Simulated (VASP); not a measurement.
# Al2As5 (P3m1) in VASP: further runs, part 2 of 2

VASP 6.6.1. Earlier steps stand in the parts before.

### Step 3. Relaxation of cell and atoms, PBE

This run uses another cell than the first one, of 23.08 Å³/atom.

File INCAR:

```
SYSTEM = Al2As5
  PREC = Accurate
  ENCUT = 600
  EDIFF = 1E-6
  ISMEAR = 0
  SIGMA = 0.01
  LREAL = .False.
  LASPH = .True.
  NELM = 60
  ALGO = Fast
  ISIF = 3
  LWAVE = .False.
  LCHARG = .False.
  GGA = PE
  IBRION = 2
  NSW = 100
  EDIFFG = -0.01
```

File KPOINTS:

```
Automatic mesh
0
Gamma
  12 12 2
  0 0 0
```

File POSCAR:

```
Al2As5
1.0
    3.9640817300      0.0000000000      0.0000000000
   -1.9820408650      3.4329954809      0.0000000000
    0.0000000000      0.0000000000     23.7463132136
Al As
4 10
Direct
    0.0000000000      0.0000000000      0.4240645742
    0.6666666667      0.3333333333      0.2830960174
    0.3333333333      0.6666666667      0.1421614525
    0.0000000000      0.0000000000      0.0013350204
    0.3333333333      0.6666666667      0.4613723444
    0.0000000000      0.0000000000      0.3184377549
    0.6666666667      0.3333333333      0.1776180750
    0.3333333333      0.6666666667      0.0366950832
    0.0000000000      0.0000000000      0.8947316577
    0.3333333333      0.6666666667      0.8444126179
    0.3333333333      0.6666666667      0.6931788622
    0.6666666667      0.3333333333      0.7455068938
    0.6666666667      0.3333333333      0.5552391833
    0.0000000000      0.0000000000      0.6076504632
```

Potentials or basis: VASP PAW PBE potentials, release 64 (Al, As).

Command:

```
> cat potpaw_PBE.64/Al/POTCAR potpaw_PBE.64/As/POTCAR > POTCAR
> mpirun -np 1 vasp_std > vasp.out
```

OUTCAR:

```text
SYSTEM = Al2As5
   PREC = Accurate
   ENCUT = 600
   EDIFF = 1E-6
   ISMEAR = 0
   LREAL = .False.
   LASPH = .True.
   NELM = 60
   ISIF = 3
   GGA = PE
   IBRION = 2
   NSW = 100
   EDIFFG = -0.01

 ion  position               nearest neighbor table
   1  0.000  0.000  0.424-   5 2.45   5 2.45   5 2.45   6 2.51
   2  0.667  0.333  0.283-   6 2.44   6 2.44   6 2.44   7 2.50
   3  0.333  0.667  0.142-   7 2.44   7 2.44   7 2.44   8 2.50
   4  0.000  0.000  0.001-   8 2.44   8 2.44   8 2.44   9 2.53
   5  0.333  0.667  0.461-   1 2.45   1 2.45   1 2.45
   6  0.000  0.000  0.318-   2 2.44   2 2.44   2 2.44   1 2.51
   7  0.667  0.333  0.178-   3 2.44   3 2.44   3 2.44   2 2.50
   8  0.333  0.667  0.037-   4 2.44   4 2.44   4 2.44   3 2.50
   9  0.000  0.000  0.895-   4 2.53  10 2.58  10 2.58  10 2.58
  10  0.333  0.667  0.844-   9 2.58   9 2.58   9 2.58
  11  0.333  0.667  0.693-  12 2.60  12 2.60  12 2.60
  12  0.667  0.333  0.746-  11 2.60  11 2.60  11 2.60
  13  0.667  0.333  0.555-  14 2.61  14 2.61  14 2.61
  14  0.000  0.000  0.608-  13 2.61  13 2.61  13 2.61

  LATTYP: Found a hexagonal cell.
 ALAT       =     3.9640817300
 C/A-ratio  =     5.9903692282

  Lattice vectors:

 A1 = (   3.9640817300,   0.0000000000,   0.0000000000)
 A2 = (  -1.9820408650,   3.4329954809,   0.0000000000)
 A3 = (   0.0000000000,   0.0000000000,  23.7463132136)

Analysis of symmetry for initial positions (statically):
=====================================================================
 Subroutine PRICEL returns:
 Original cell was already a primitive cell.

 Routine SETGRP: Setting up the symmetry group for a
 hexagonal supercell.

 Subroutine GETGRP returns: Found  6 space group operations
 (whereof  6 operations were pure point group operations)
 out of a pool of 24 trial point group operations.

The static configuration has the point symmetry C_3v.
[... 170 lines left out ...]
 RMM-DIIS sequential band-by-band and
 Gauss-broadening in eV      SIGMA  =   0.01
  energy-cutoff  :      600.00
  volume of cell :      323.16
 maximum number of plane-waves:     10848
 NGX is ok and might be reduce to    32
   NGX = 15   NGY = 15   NGZ = 95

--------------------------------------- Ionic step        1  -------------------------------------------

 number of electron      62.0000000 magnetization

 Free energy of the ion-electron system (eV)
  ---------------------------------------------------
  ext. energy  EPLUGINS =         0.00000000
  ---------------------------------------------------
  free energy    TOTEN  =       -64.31258714 eV

  energy without entropy =      -64.31230391  energy(sigma->0) =      -64.31244552

------------------------ aborting loop because EDIFF is reached ----------------------------------------

  FORCE on cell =-STRESS in cart. coord.  units (eV):
  Direction    XX          YY          ZZ          XY          YZ          ZX
  --------------------------------------------------------------------------------------
  -------------------------------------------------------------------------------------
  Total        0.6736157      0.6736157      0.6892892      0.0000000      0.0000000      0.0000000
  in kB        3.3397254      3.3397254      3.4174330      0.0000000      0.0000000      0.0000000
  external PRESSURE =       3.3656279 kB  Pullay stress =       0.0000000 kB
[... 125 lines left out ...]
  FREE ENERGIE OF THE ION-ELECTRON SYSTEM (eV)
  ---------------------------------------------------
  free  energy   TOTEN  =       -64.3171691253 eV

  energy  without entropy=      -64.3169532561  energy(sigma->0) =      -64.31706119

[... ionic steps 4 to 25 ...]

--------------------------------------- Ionic step       26  -------------------------------------------

 number of electron      61.9999999 magnetization

------------------------ aborting loop because EDIFF is reached ----------------------------------------
[... 91 lines left out ...]
--------------------------------------- Ionic step       28  -------------------------------------------

 number of electron      61.9999999 magnetization

 Free energy of the ion-electron system (eV)
  ---------------------------------------------------
  ext. energy  EPLUGINS =         0.00000000
  ---------------------------------------------------
  free energy    TOTEN  =       -64.32218200 eV

  energy without entropy =      -64.32209622  energy(sigma->0) =      -64.32213911

 E-fermi :   4.4894     XC(G=0):  -9.2859

 val. band max:        4.4769545556   @ k =   0.1667   0.0833   0.5000
 cond. band min:       4.4964691896   @ k =   0.5000   0.0000   0.5000
 fundamental gap:      0.0195146340
 Fermi energy:         4.4893766468

 k-point     1 :       0.0000    0.0000    0.0000
  band No.  band energies     occupation
      1      -9.8092      2.00000
      2      -9.2750      2.00000
      3      -8.4901      2.00000
      4      -8.0692      2.00000
      5      -7.5574      2.00000
      6      -7.0487      2.00000
[... 997 lines left out ...]
     38       6.7882      0.00000
     39       6.9794      0.00000

 [... further k-points ...]
[... 5 lines left out ...]
  --------------------------------------------------------------------------------------
  -------------------------------------------------------------------------------------
  Total        0.0150593      0.0150593     -0.0171493      0.0000000      0.0000000     -0.0000000
  in kB        0.0746503      0.0746503     -0.0850106      0.0000000      0.0000000     -0.0000000
  external PRESSURE =       0.0214300 kB  Pullay stress =       0.0000000 kB
[... 29 lines left out ...]
  FREE ENERGIE OF THE ION-ELECTRON SYSTEM (eV)
  ---------------------------------------------------
  free  energy   TOTEN  =       -64.3221819957 eV

  energy  without entropy=      -64.3220962167  energy(sigma->0) =      -64.32213911

 reached required accuracy - stopping structural energy minimisation
```

CONTCAR:

```text
Al2As5
   1.00000000000000
     3.9679105965810981   -0.0000000000000000   -0.0000000000000000
    -1.9839552982905491    3.4363113766270534   -0.0000000000000000
    -0.0000000000000000   -0.0000000000000003   23.7043810504396824
  Al              As
     4    10
Direct
     0.0000000000000000    0.0000000000000000    0.4246701261062934
[... 17 lines left out ...]
  0.00000000E+00  0.00000000E+00  0.00000000E+00
  0.00000000E+00  0.00000000E+00  0.00000000E+00
  0.00000000E+00  0.00000000E+00  0.00000000E+00
  0.00000000E+00  0.00000000E+00  0.00000000E+00
  0.00000000E+00  0.00000000E+00  0.00000000E+00
  0.00000000E+00  0.00000000E+00  0.00000000E+00
  0.00000000E+00  0.00000000E+00  0.00000000E+00
  0.00000000E+00  0.00000000E+00  0.00000000E+00
  0.00000000E+00  0.00000000E+00  0.00000000E+00
  0.00000000E+00  0.00000000E+00  0.00000000E+00
  0.00000000E+00  0.00000000E+00  0.00000000E+00
```

Wall time 2.6 h (1 thread of Oxide Virtual Turin-like, shared host); peak memory 0.78 GiB.

Results:

| Item | Value |
| --- | --- |
| Free energy | -64.3222 eV |
| Relaxed volume | 23.09 Å³/atom |
| Relaxed cell | a = 3.968 Å, b = 3.968 Å, c = 23.704 Å, α = 90.00°, β = 90.00°, γ = 120.00° |
| Space group after relaxing (to 0.1 Å) | P3m1 (No. 156) |
| Energy gained by relaxing | 0.7 meV/atom |
| Ionic steps | 28 |
| Pressure after relaxing | 0.0 GPa |
| Largest force after relaxing | 0.008 eV/Å |
| Band gap on the k mesh | 0.02 eV (least direct gap 0.22 eV) |

Forces on the atoms (eV/Å):
```
Al   0.000  0.000  0.000
Al   0.000  0.000  0.005
Al   0.000  0.000  0.000
Al   0.000  0.000 -0.004
As   0.000  0.000  0.002
As   0.000  0.000  0.001
As   0.000  0.000  0.002
As   0.000  0.000 -0.008
As   0.000  0.000  0.000
As   0.000  0.000 -0.002
As   0.000  0.000  0.005
As   0.000  0.000  0.002
As   0.000  0.000  0.007
As   0.000  0.000 -0.008
```

The path:
| step | energy change (eV) | largest force (eV/Å) | pressure (GPa) | volume (Å³) |
| --- | --- | --- | --- | --- |
| 1 | 0.0000 | 0.1708 | 0.34 | 323.16 |
| 2 | -0.0045 | 0.0902 | -0.22 | 325.43 |
| 3 | -0.0046 | 0.0987 | -0.16 | 325.18 |
| 4 | -0.0064 | 0.0698 | -0.09 | 324.61 |
| 5 | -0.0074 | 0.0525 | 0.02 | 323.80 |
| 6 | -0.0083 | 0.0432 | 0.02 | 323.62 |
| 7 | -0.0084 | 0.0433 | 0.02 | 323.52 |
| 8 | -0.0088 | 0.0203 | 0.00 | 323.66 |
| 9 | -0.0089 | 0.0341 | -0.02 | 323.80 |
| 10 | -0.0089 | 0.0313 | -0.02 | 323.77 |
| 11 | -0.0090 | 0.0140 | 0.02 | 323.59 |
| 12 | -0.0090 | 0.0175 | 0.03 | 323.52 |
| 13 | -0.0091 | 0.0166 | -0.01 | 323.67 |
| 14 | -0.0091 | 0.0240 | -0.04 | 323.79 |
| 15 | -0.0091 | 0.0208 | -0.03 | 323.74 |
| 16 | -0.0092 | 0.0142 | -0.02 | 323.66 |
| 17 | -0.0092 | 0.0140 | 0.00 | 323.54 |
| 18 | -0.0093 | 0.0115 | 0.01 | 323.49 |
| 19 | -0.0094 | 0.0144 | 0.03 | 323.37 |
| 20 | -0.0093 | 0.0293 | 0.07 | 323.12 |
| 21 | -0.0094 | 0.0200 | 0.05 | 323.27 |
| 22 | -0.0094 | 0.0192 | 0.04 | 323.30 |
| 23 | -0.0094 | 0.0184 | 0.02 | 323.36 |
| 24 | -0.0095 | 0.0157 | -0.01 | 323.48 |
| 25 | -0.0095 | 0.0127 | -0.02 | 323.47 |
| 26 | -0.0095 | 0.0103 | -0.02 | 323.42 |
| 27 | -0.0096 | 0.0122 | -0.02 | 323.34 |
| 28 | -0.0096 | 0.0084 | 0.00 | 323.21 |

Final structure:
```
Al As
1.0
     3.96791    0.00000    0.00000
    -1.98396    3.43631    0.00000
     0.00000    0.00000   23.70438
Al As
4 10
Cartesian
  0.0000 0.0000 10.0665
  1.9840 1.1454 6.7171
  0.0000 2.2909 3.3665
  3.9679 0.0000 0.0144
  0.0000 2.2909 10.9861
  0.0000 0.0000 7.5587
  1.9840 1.1454 4.2082
  0.0000 2.2909 0.8555
  1.9840 3.4363 21.1888
  0.0000 2.2909 19.9740
  0.0000 2.2909 16.4322
  1.9840 1.1454 17.7023
  1.9840 1.1454 13.1454
  0.0000 0.0000 14.4077
```

The gap in the log of VASP goes by the Fermi energy; the results here count the filled bands.